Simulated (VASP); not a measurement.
## NbAs: single point with PBE

NbAs:

```
CELL_PARAMETERS angstrom
1.67194 -4.79236 0.00000
1.67194 4.79236 0.00000
0.00000 0.00000 4.48871
ATOMIC_POSITIONS crystal
Nb 0.40498 0.59502 0.75000
Nb 0.59502 0.40498 0.25000
As 0.11776 0.88224 0.75000
As 0.88224 0.11776 0.25000
```

```json
{"Program": "VASP 6.6.1", "Task": "single point", "Functional": "PBE", "Potentials or basis": "VASP PAW PBE potentials, release 64 (Nb_sv, As)", "Cutoff": "500 eV", "k mesh": "6 × 6 × 4", "Occupations": "gaussian, width 0.2 eV", "Spin": "no spin polarisation"}
```

* Pressure: -0.2 GPa
* Largest force: 0.074 eV/Å
* Band gap on the k mesh: zero (band 18 reaches 10.48 eV, above the bottom of band 19 at 8.91 eV)

Forces in eV/Å, atoms in the order of the input:
```
Nb   0.000  0.005  0.000
Nb   0.000 -0.005  0.000
As   0.000 -0.074  0.000
As   0.000  0.074  0.000
```

Stress tensor (GPa, compression positive):
```
 0.32  0.00  0.00
 0.00 -0.62  0.00
 0.00  0.00 -0.35
```

Levels at points of the mesh, in eV from the Fermi level:
```tsv
k point	band 14	band 15	band 16	band 17	band 18	band 19	band 20	band 21	band 22	band 23
(0.00, 0.00, 0.00)	-2.26	-1.65	-1.44	-1.40	-0.49	-0.17	0.99	1.39	1.67	1.88
(0.50, 0.00, 0.00)	-4.57	-2.91	-1.55	-1.08	0.96	1.31	1.65	2.25	2.58	2.85
(0.50, 0.50, 0.00)	-3.11	-2.21	-1.52	-0.97	-0.37	-0.03	0.04	0.92	1.70	2.72
(0.00, 0.00, 0.50)	-2.98	-2.48	-2.48	-1.45	-1.45	1.69	1.69	1.89	1.89	3.24
(0.50, 0.00, 0.50)	-3.57	-2.64	-2.64	-1.06	-1.06	0.82	0.82	1.83	1.83	2.58
(0.50, 0.50, 0.50)	-2.45	-1.97	-1.97	-1.49	-1.49	1.14	1.14	2.34	2.34	4.45
```

It took 92 s on 1 thread of Intel Xeon 6975P-C (shared host), peak memory 0.25 GiB.
